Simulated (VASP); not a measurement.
# Ta (I4/mmm) in VASP: notebook

Ta is run at these levels: PBEsol; tasks: single point.

Program: VASP 6.6.1. These are calculated values, not measurements. Logs are shortened: lines on timing, memory, paths and dates and some standing lists are left out, and cuts for length are marked.

**1. The cell of the first run**

It takes space group I4/mmm (No. 139, tetragonal). Conventional cell: a = 3.412 Å, b = 3.412 Å, c = 3.018 Å, α = 90.00°, β = 90.00°, γ = 90.00°. Within 3.7 Å of Ta (site symmetry 4/mmm) lie 14 Ta at 2.85 to 3.41 Å.

**2. Single point, PBEsol (strain +0.040 along x and y, -0.080 along z)**

INCAR reads:

```
SYSTEM = Ta
PREC = Accurate
ENCUT = 520
EDIFF = 1E-6
ISMEAR = 0
SIGMA = 0.15
LREAL = .False.
LASPH = .True.
NELM = 60
ALGO = Fast
ISIF = 2
LWAVE = .False.
LCHARG = .True.
GGA = PS
LELF = .True.
LVHAR = .True.
NBANDS = 12
```

KPOINTS reads:

```
regular mesh
0
Gamma
  26 26 26
  0 0 0
```

POSCAR reads:

```
Ta
1.0
   -1.7058701527      1.7058701527      1.5090389812
    1.7058701527     -1.7058701527      1.5090389812
    1.7058701527      1.7058701527     -1.5090389812
Ta
1
Direct
    0.0000000000      0.0000000000      0.0000000000
```

Potentials or basis: VASP PAW PBE potentials, release 64 (Ta_pv).

The run is started by

```console
> cat potpaw_PBE.64/Ta_pv/POTCAR > POTCAR
> mpirun -np 1 vasp_std > vasp.out
```

OUTCAR:

```text
SYSTEM = Ta
   PREC = Accurate
   ENCUT = 520
   EDIFF = 1E-6
   ISMEAR = 0
   LREAL = .False.
   LASPH = .True.
   NELM = 60
   ISIF = 2
   GGA = PS

 ion  position               nearest neighbor table
   1  0.000  0.000  0.000-

  LATTYP: Found a body centered tetragonal cell.
 ALAT       =     3.4117403054
 C/A-ratio  =     0.8846153846

  Lattice vectors:

 A1 = (  -1.7058701527,   1.7058701527,   1.5090389812)
 A2 = (   1.7058701527,  -1.7058701527,   1.5090389812)
 A3 = (   1.7058701527,   1.7058701527,  -1.5090389812)

Analysis of symmetry for initial positions (statically):
=====================================================================
 Subroutine PRICEL returns:
 Original cell was already a primitive cell.

 Routine SETGRP: Setting up the symmetry group for a
 body centered tetragonal supercell.

 Subroutine GETGRP returns: Found 16 space group operations
 (whereof 16 operations were pure point group operations)
 out of a pool of 16 trial point group operations.

The static configuration has the point symmetry D_4h.

Analysis of symmetry for dynamics (positions and initial velocities):
=====================================================================
 Subroutine PRICEL returns:
 Original cell was already a primitive cell.

 Routine SETGRP: Setting up the symmetry group for a
 body centered tetragonal supercell.

 Subroutine GETGRP returns: Found 16 space group operations
 (whereof 16 operations were pure point group operations)
 out of a pool of 16 trial point group operations.

The dynamic configuration has the point symmetry D_4h.

 Subroutine INISYM returns: Found 16 space group operations
 (whereof 16 operations are pure point group operations),
 and found     1 'primitive' translations

----------------------------------------------------------------------------------------

                                     Primitive cell

  volume of cell :      17.5652

  direct lattice vectors                    reciprocal lattice vectors
    -1.705870153  1.705870153  1.509038981     0.000000000  0.293105545  0.331336703
     1.705870153 -1.705870153  1.509038981     0.293105545  0.000000000  0.331336703
     1.705870153  1.705870153 -1.509038981     0.293105545  0.293105545  0.000000000

  length of vectors
     2.845555236  2.845555236  2.845555236     0.442374130  0.442374130  0.414513836

  position of ions in fractional coordinates (direct lattice)
     0.000000000  0.000000000  0.000000000

  ion indices of the primitive-cell ions
   primitive index   ion index
                 1           1

----------------------------------------------------------------------------------------

 KPOINTS: regular mesh

Automatic generation of k-mesh.
 Grid dimensions read from file:
 generate k-points for:   26   26   26

 Generating k-lattice:

  Cartesian coordinates                     Fractional coordinates (reciprocal lattice)
     0.000000000  0.011273290  0.012743719     0.038461538  0.000000000 -0.000000000
     0.011273290  0.000000000  0.012743719     0.000000000  0.038461538 -0.000000000
     0.011273290  0.011273290  0.000000000     0.000000000  0.000000000  0.038461538

  Length of vectors
     0.017014390  0.017014390  0.015942840

  Shift w.r.t. Gamma in fractional coordinates (k-lattice)
     0.000000000  0.000000000  0.000000000

 Subroutine IBZKPT returns following result:
 ===========================================

 Found   1330 irreducible k-points:

 Following reciprocal coordinates:
            Coordinates               Weight
  0.000000  0.000000  0.000000      1.000000
  0.038462  0.000000  0.000000      8.000000
  0.076923  0.000000  0.000000      8.000000
  0.115385  0.000000  0.000000      8.000000
  0.153846  0.000000 -0.000000      8.000000
  0.192308  0.000000 -0.000000      8.000000
[... 16 lines left out ...]
  0.346154  0.038462  0.000000     16.000000
  0.384615  0.038462 -0.000000     16.000000
 [... further k-points ...]
   k-points           NKPTS =   1330   k-points in BZ     NKDIM =   1330   number of bands    NBANDS=     12
   number of dos      NEDOS =    301   number of ions     NIONS =      1
   total plane-waves  NPLWV =  13824
   dimension x,y,z NGX =    24 NGY =   24 NGZ =   24
   dimension x,y,z NGXF=    48 NGYF=   48 NGZF=   48
   ions per type =               1
   NGX,Y,Z   is equivalent  to a cutoff of  14.02, 14.02, 14.02 a.u.
   NGXF,Y,Z  is equivalent  to a cutoff of  28.04, 28.04, 28.04 a.u.
 SYSTEM =  Ta
   PREC   = accura    normal or accurate (medium, high low for compatibility)
   ISTART =      0    job   : 0-new  1-cont  2-samecut
   ICHARG =      2    charge: 1-file 2-atom 10-const
   ISPIN  =      1    spin polarized calculation?
   LNONCOLLINEAR =      F non collinear calculations
   LSORBIT =      F    spin-orbit coupling
   LASPH  =      T    aspherical Exc in radial PAW
   ENCUT  =  520.0 eV  38.22 Ry    6.18 a.u.   5.29  5.29  5.29*2*pi/ulx,y,z
   NELM   =     60;   NELMIN=  2; NELMDL= -5     # of ELM steps
   EDIFF  = 0.1E-05   stopping-criterion for ELM
   LREAL  =      F    real-space projection
   EDIFFG = 0.1E-04   stopping-criterion for IOM
   NSW    =      0    number of steps for IOM
   IBRION =     -1    ionic relax: 0-MD 1-quasi-New 2-CG
   NFREE  =      0    steps in history (QN), initial steepest desc. (CG)
   ISIF   =      2    stress and relaxation
   ISYM   =      2    0-nonsym 1-usesym 2-fastsym
   POTIM  = 0.5000    time-step for ionic-motion
   TEBEG  =    0.0;   TEEND  =   0.0 temperature during run
   PSTRESS=    0.0 pullay stress
   NELECT =      11.0000    total number of electrons
   NUPDOWN=      -1.0000    fix difference up-down
   EMIN   =  10.00;   EMAX   =-10.00  energy-range for DOS
   EFERMI =   0.00;   METHOD = LEGACY
   ISMEAR =     0;   SIGMA  =   0.15  broadening in eV -4-tet -1-fermi 0-gaus
   EFERMI_NEDOS =   21; number of points for ismear=-14 and -15
   IALGO  =     68    algorithm
   IMIX   =      4    mixing-type and parameters
     AMIX     =   0.40;   BMIX     =  1.00
     AMIX_MAG =   1.60;   BMIX_MAG =  1.00
  volume/ion in A,a.u.               =      17.57       118.54
  Fermi-wavevector in a.u.,A,eV,Ry     =   1.400624  2.646796 26.691200  1.961748
  Thomas-Fermi vector in A             =   2.523566
   LORBIT       =      0    0 simple, 1 ext, 2 COOP (PROOUT), +10 PAW based schemes
   GGA     = PS    functional components
   LHFCALC =     F    Hartree Fock is set to
   AEXX    =    0.0000 exact exchange contribution
   IVDW    =     0    specifies the selected vdW correction
   LEPSILON=     F    determine dielectric tensor
   LRPA    =     F    only Hartree local field effects (RPA)
 non-spin polarized calculation
 RMM-DIIS sequential band-by-band and
 Gauss-broadening in eV      SIGMA  =   0.15
  energy-cutoff  :      520.00
  volume of cell :       17.57
 maximum number of plane-waves:       493
 NGX is ok and might be reduce to    24
   NGX = 11   NGY = 11   NGZ = 11

 number of electron      11.0000001 magnetization

 Free energy of the ion-electron system (eV)
  ---------------------------------------------------
  ext. energy  EPLUGINS =         0.00000000
  ---------------------------------------------------
  free energy    TOTEN  =       -12.50633791 eV

  energy without entropy =      -12.49270096  energy(sigma->0) =      -12.49951944

 E-fermi :   5.5947     XC(G=0): -12.8532

 val. band max:        5.5939583970   @ k =  -0.1538   0.2308   0.1538
 cond. band min:       5.5995089911   @ k =  -0.3846   0.3846   0.0769
 fundamental gap:      0.0055505941
 Fermi energy:         5.5946558590

 k-point     1 :       0.0000    0.0000    0.0000
  band No.  band energies     occupation
      1     -27.4029      2.00000
      2     -27.4029      2.00000
      3     -27.3612      2.00000
      4      -2.4972      2.00000
      5       5.2644      1.99815
      6       6.9758      0.00000
      7       6.9758      0.00000
      8       8.2848      0.00000
      9      10.6298      0.00000
     10      20.0579      0.00000
     11      20.0579      0.00000
     12      22.4810      0.00000

 k-point     2 :       0.0385    0.0000    0.0000
  band No.  band energies     occupation
      1     -27.4143      2.00000
      2     -27.4093      2.00000
      3     -27.3720      2.00000
      4      -2.4244      2.00000
      5       5.2848      1.99651
      6       6.9457      0.00000
      7       6.9646      0.00000
      8       8.2937      0.00000
      9      10.5563      0.00000
     10      20.1947      0.00000
     11      20.2094      0.00000
     12      22.5550      0.00000

 k-point     3 :       0.0769    0.0000    0.0000
  band No.  band energies     occupation
      1     -27.4652      2.00000
      2     -27.4283      2.00000
      3     -27.3860      2.00000
      4      -2.2098      2.00000
      5       5.3220      1.98985
      6       6.8404      0.00000
      7       6.9628      0.00000
      8       8.3373      0.00000
      9      10.3685      0.00000
     10      20.5963      0.00000
     11      20.6166      0.00000
     12      22.7521      0.00000
[... 286 lines left out ...]
 k-point    23 :       0.3462    0.0385    0.0000
  band No.  band energies     occupation
      1     -28.4816      2.00000
      2     -27.7608      2.00000
      3     -27.4766      2.00000
      4       1.0619      2.00000
      5       3.7844      2.00000
      6       6.0575      0.00001
      7       9.4493      0.00000
      8      11.0569      0.00000
      9      11.4191      0.00000
     10      18.5752      0.00000
     11      20.1883      0.00000
     12      20.6224      0.00000

 k-point    24 :       0.3846    0.0385   -0.0000
  band No.  band energies     occupation
      1     -28.5742      2.00000
      2     -27.7952      2.00000
      3     -27.4831      2.00000
      4       1.1196      2.00000
      5       3.6177      2.00000
      6       6.5921      0.00000
      7       9.4937      0.00000
      8      11.4765      0.00000
      9      12.2587      0.00000
     10      18.0104      0.00000
     11      19.3111      0.00000
     12      20.3254      0.00000

 [... further k-points ...]

------------------------ aborting loop because EDIFF is reached ----------------------------------------

  FORCE on cell =-STRESS in cart. coord.  units (eV):
  Direction    XX          YY          ZZ          XY          YZ          ZX
  --------------------------------------------------------------------------------------
  -------------------------------------------------------------------------------------
  Total       -0.0685887     -0.0685887      1.0176412      0.0000000     -0.0000000      0.0000000
  in kB       -6.2562041     -6.2562041     92.8224178      0.0000000     -0.0000000      0.0000000
  external PRESSURE =      26.7700032 kB  Pullay stress =       0.0000000 kB

 VOLUME and BASIS-vectors are now :
 -----------------------------------------------------------------------------
  energy-cutoff  :      520.00
  volume of cell :       17.57
      direct lattice vectors                 reciprocal lattice vectors
    -1.705870153  1.705870153  1.509038981     0.000000000  0.293105545  0.331336703
     1.705870153 -1.705870153  1.509038981     0.293105545  0.000000000  0.331336703
     1.705870153  1.705870153 -1.509038981     0.293105545  0.293105545  0.000000000

 POSITION                                       TOTAL-FORCE (eV/Angst)
 -----------------------------------------------------------------------------------
      0.00000      0.00000      0.00000         0.000000      0.000000      0.000000
 -----------------------------------------------------------------------------------
    total drift:                               -0.000000      0.000000      0.000000

  FREE ENERGIE OF THE ION-ELECTRON SYSTEM (eV)
  ---------------------------------------------------
  free  energy   TOTEN  =       -12.5063379104 eV

  energy  without entropy=      -12.4927009606  energy(sigma->0) =      -12.49951944
```

It took 3.1 min on 1 thread of AMD EPYC 9R45 (Zen 5), shared host; peak memory 0.34 GiB.

What came out:

- Free energy: -12.5063 eV
- Pressure: 2.7 GPa
- Band gap on the k mesh: zero (an odd number of electrons rules out a gap without spin polarisation)

Levels at points of the mesh, in eV from the Fermi level:
| k point | band 3 | band 4 | band 5 | band 6 | band 7 | band 8 |
| --- | --- | --- | --- | --- | --- | --- |
| (0.00, 0.00, 0.00) | -32.96 | -8.09 | -0.33 | 1.38 | 1.38 | 2.69 |
| (0.50, 0.00, 0.00) | -33.08 | -4.54 | -2.17 | 2.05 | 3.84 | 6.23 |
| (0.50, 0.50, 0.00) | -32.94 | -4.63 | -0.43 | 1.08 | 2.45 | 4.26 |
| (0.50, 0.50, 0.50) | -33.63 | -4.19 | -3.88 | 6.87 | 6.87 | 7.39 |

Caveat: the cell differs from its parent crystal (strain +0.040 along x and y, -0.080 along z); the stress differs along the axes, from -1 to 9 GPa; the PAW data sets were made with another functional, which shifts forces and pressure a little; spin-orbit coupling is left out, which moves the levels of the heavy elements.

**3. Single point, PBEsol (strain +0.040 along x and y, -0.040 along z)**

INCAR reads:

```
SYSTEM = Ta
PREC = Accurate ; ENCUT = 520
EDIFF = 1E-7 ; ISMEAR = 0
SIGMA = 0.15 ; LREAL = .FALSE.
LASPH = .TRUE. ; NELM = 60
ALGO = Fast ; ISIF = 2
LWAVE = .FALSE. ; LCHARG = .TRUE.
GGA = PS ; LELF = .TRUE.
LVHAR = .TRUE. ; NBANDS = 12
```

KPOINTS reads:

```
regular mesh
0
G
  26 26 26
  0 0 0
```

POSCAR reads:

```
Ta
1.0
   -1.7058701527      1.7058701527      1.5746493717
    1.7058701527     -1.7058701527      1.5746493717
    1.7058701527      1.7058701527     -1.5746493717
Ta
1
Direct
    0.0000000000      0.0000000000      0.0000000000
```

Potentials or basis: VASP PAW PBE potentials, release 64 (Ta_pv).

The run is started by

```console
> cat potpaw_PBE.64/Ta_pv/POTCAR > POTCAR
> mpirun -np 1 vasp_std > vasp.out
```

It took 3.3 min on 1 thread of AMD EPYC 9R45 (Zen 5), shared host; peak memory 0.35 GiB.

Results (log left out):

* Free energy: -12.5211 eV
* Pressure: -6.3 GPa
* Band gap on the k mesh: zero (an odd number of electrons rules out a gap without spin polarisation)

Stress tensor (GPa, compression positive):
```
-8.50  0.00  0.00
 0.00 -8.50  0.00
 0.00  0.00 -1.96
```

Levels at points of the mesh, in eV from the Fermi level:
| k point | band 2 | band 3 | band 4 | band 5 | band 6 | band 7 | band 8 | band 9 |
| --- | --- | --- | --- | --- | --- | --- | --- | --- |
| (0.00, 0.00, 0.00) | -33.12 | -33.10 | -7.88 | 0.07 | 1.11 | 1.11 | 3.13 | 4.56 |
| (0.50, 0.00, 0.00) | -33.49 | -33.16 | -4.30 | -1.83 | 1.74 | 3.83 | 5.46 | 7.60 |
| (0.50, 0.50, 0.00) | -33.41 | -33.08 | -4.38 | -0.77 | 1.15 | 2.88 | 4.35 | 7.46 |
| (0.50, 0.50, 0.50) | -33.94 | -33.76 | -3.83 | -3.62 | 6.59 | 6.59 | 6.92 | 7.81 |

Caveat: the cell differs from its parent crystal (strain +0.040 along x and y, -0.040 along z); the stress differs along the axes, from -9 to -2 GPa; the PAW data sets were made with another functional, which shifts forces and pressure a little; spin-orbit coupling is left out, which moves the levels of the heavy elements.
